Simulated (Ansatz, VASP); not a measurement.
Two plane-wave programs on Bi

Contents of INCAR:

```
SYSTEM = Bi
PREC = Accurate
ENCUT = 520
EDIFF = 1E-6
ISMEAR = 0
SIGMA = 0.2
LREAL = .FALSE.
LASPH = .TRUE.
NELM = 60
ALGO = Normal
ISIF = 2
LWAVE = .FALSE.
LCHARG = .TRUE.
GGA = PE
LELF = .TRUE.
LVHAR = .TRUE.
NBANDS = 22
```

KPOINTS

```
regular mesh
0
G
  8 8 8
  0 0 0
```

POSCAR

```
Bi
1.0
    2.2924582305      1.3235513765      4.0467531177
   -2.2924582305      1.3235513765      4.0467531177
    0.0000000000     -2.6471027530      4.0467531177
Bi
2
Direct
    0.2337113826      0.2337113826      0.2337113826
    0.7662886174      0.7662886174      0.7662886174
```

Input for Ansatz:

```yaml
crystal:
  lattice:
    - [2.2924582305, 1.3235513765, 4.0467531177]
    - [-2.2924582305, 1.3235513765, 4.0467531177]
    - [0.0, -2.647102753, 4.0467531177]
  atoms:
    - { symbol: Bi, position: [0.2337113826, 0.2337113826, 0.2337113826] }
    - { symbol: Bi, position: [0.7662886174, 0.7662886174, 0.7662886174] }
hamiltonian:
  xc: pbe
  pseudopotentials:
    kind: paw
    azcp:
      Bi: "pseudopotentials/Bi.paw.azcp"
basis:
  ecutwfc: 420
  fft_grid_basis: typed
kpoints:
  mp_grid: { grid: [8, 8, 8], shift: [0, 0, 0] }
magnetization:
  spin_polarized: false
scf:
  occupations: { method: gaussian, width: 0.2 }
  lower_state_search: "off"
output:
  stress: true
```

Alike in both runs: task single point; functional PBE; k mesh 8 × 8 × 8; occupations gaussian, width 0.2 eV; no spin polarisation.

```csv
,VASP,Ansatz
version,VASP 6.6.1,Ansatz 0.2.0
potentials or method,"VASP PAW PBE potentials, release 64 (Bi_d), cutoff 520 eV","plane waves (420 eV) with PAW, scalar-relativistic"
valence electrons in the cell,30,30
```

```tsv
	VASP	Ansatz	Ansatz less VASP
pressure (GPa)	0.0	0.0	+0.04
```

Spin-orbit coupling is off throughout.
